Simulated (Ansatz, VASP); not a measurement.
## CsRe in VASP and in Ansatz

```
Cs Re
1.0
     0.00000    3.12613    3.12613
     3.12613    0.00000    3.12613
     3.12613    3.12613    0.00000
Cs Re
1 1
Cartesian
  4.6892 4.6892 4.6892
  0.0000 0.0000 0.0000
```

Change from the starting cell: species swapped into the BeS type (F-43m, No. 216).

Alike in both runs: functional PBE; k mesh 16 × 16 × 16; occupations gaussian, width 0.1 eV; no spin polarisation.

Ansatz relaxed the structure, and its values are those at the end. VASP's run is a single point on that final structure, the one shown.

|  | VASP | Ansatz |
| --- | --- | --- |
| version | VASP 6.6.1 | Ansatz 0.2.0 |
| potentials or method | VASP PAW PBE potentials, release 64 (Cs_sv, Re_sv_GW), cutoff 500 eV | scalar-relativistic, plane waves, PAW |
| valence electrons in the cell | 24 | 24 |

|  | VASP | Ansatz | Ansatz less VASP |
| --- | --- | --- | --- |
| gap on the k mesh at the Fermi level (eV) | none | none | - |
| pressure (GPa) | 1.6 | 0.0 | -1.61 |

A gap of «none» marks a metal or a gap that the smearing closes.

Neither program's run includes spin-orbit coupling.
